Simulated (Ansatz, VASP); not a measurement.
BiB in VASP and in Ansatz

The input POSCAR:

```
BiB
1.0
    3.8655765072      0.0000000000      0.0000000000
   -1.9327882536      3.3476874555      0.0000000000
    0.0000000000      0.0000000000      6.3754468407
B Bi
2 2
Direct
    0.3333333333      0.6666666667      0.0002433706
    0.6666666667      0.3333333333      0.5002433706
    0.3333333333      0.6666666667      0.3747566294
    0.6666666667      0.3333333333      0.8747566294
```

The input INCAR.step1:

```
SYSTEM = BiB
ALGO = Normal ; EDIFF = 1E-4
ENCUT = 520 ; GGA = PE
ISMEAR = -1 ; LASPH = .True.
LCHARG = .False. ; LREAL = .False.
LWAVE = .True. ; NBANDS = 26
NELM = 100 ; PREC = Accurate
SIGMA = 0.02
```

INCAR.step2

```
SYSTEM = BiB
ALGO = Normal ; EDIFF = 1E-6
ENCUT = 520 ; ISIF = 2
ISMEAR = -1 ; ISTART = 1
LASPH = .True. ; LCHARG = .False.
LMIXTAU = .True. ; LREAL = .False.
LWAVE = .False. ; METAGGA = R2SCAN
NBANDS = 26 ; NELM = 100
PREC = Accurate ; SIGMA = 0.02
```

The input KPOINTS:

```
k-points
0
Gamma
  12 12 4
  0 0 0
```

Input for Ansatz:

```yaml
crystal:
  lattice:
    - [3.8655765072, 0.0, 0.0]
    - [-1.9327882536, 3.3476874555, 0.0]
    - [0.0, 0.0, 6.3754468407]
  atoms:
    - { symbol: B, position: [0.3333333333, 0.6666666667, 0.0002433706] }
    - { symbol: B, position: [0.6666666667, 0.3333333333, 0.5002433706] }
    - { symbol: Bi, position: [0.3333333333, 0.6666666667, 0.3747566294] }
    - { symbol: Bi, position: [0.6666666667, 0.3333333333, 0.8747566294] }
kpoints:
  mp_grid: { grid: [12, 12, 4] }
  band_path:
    path:
      - [0.0, 0.0, 0.0]
      - [0.5, 0.0, 0.0]
      - [0.3333333333, 0.3333333333, 0.0]
      - [0.0, 0.0, 0.5]
      - [0.5, 0.0, 0.5]
      - [0.3333333333, 0.3333333333, 0.5]
    npoints: 1
hamiltonian:
  xc: r2scan
scf:
  occupations: { method: fermi_dirac, width: 0.02 }
  n_extra_bands: 5
output:
  forces: true
  stress: true
  eigenvalues: true
```

Alike in both runs: task single point; functional r2SCAN; k mesh 12 × 12 × 4; occupations fermi-dirac, width 0.02 eV; no spin polarisation.

```csv
,VASP,Ansatz
version,VASP 6.6.1,Ansatz 0.2.0
potentials or method,"VASP PAW PBE potentials, release 64 (B, Bi_d)","plane waves, PAW"
plane-wave cutoff (eV),520,500
valence electrons in the cell,36,36
```

```tsv
	VASP	Ansatz	Ansatz less VASP
pressure (GPa)	0.0	0.0	+0.04
```

VASP's potentials were made for PBE, not for r2SCAN.

Neither program's run includes spin-orbit coupling.
